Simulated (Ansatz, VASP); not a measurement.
One calculation of W3Se, two programs

```
W Se
1.0
     4.01422    0.00000    0.00000
     0.00000    4.01422    0.00000
     0.00000    0.00000    4.01422
W Se
3 1
Direct
  0.00000 0.50000 0.50000
  0.50000 0.00000 0.50000
  0.50000 0.50000 0.00000
  0.00000 0.00000 0.00000
```

Alike in both runs: functional r2SCAN; k mesh 12 × 12 × 12; occupations gaussian, width 0.1 eV; no spin polarisation.

Ansatz relaxed the structure, and its values are those at the end. VASP's run is a single point on that final structure, the one shown.

|  | VASP | Ansatz |
| --- | --- | --- |
| version | VASP 6.6.1 | Ansatz 0.2.0 |
| potentials or method | VASP PAW PBE potentials, release 64 (W_sv, Se), cutoff 520 eV | scalar-relativistic, plane waves, PAW |
| valence electrons in the cell | 48 | 58 |

Ansatz gave:

| Property | Result |
| --- | --- |
| gap on the k mesh at the Fermi level (eV) | none |
| pressure (GPa) | 0.0 |

Which values does VASP return?

gap on the k mesh at the Fermi level (eV): none; pressure (GPa): 0.9.

VASP's potentials were made for PBE, not for r2SCAN. A gap of «none» marks a metal or a gap that the smearing closes. VASP's potentials hold 48 valence electrons a cell and Ansatz's 58, so a difference there can come from the potentials and not from the codes.

Neither program's run includes spin-orbit coupling.
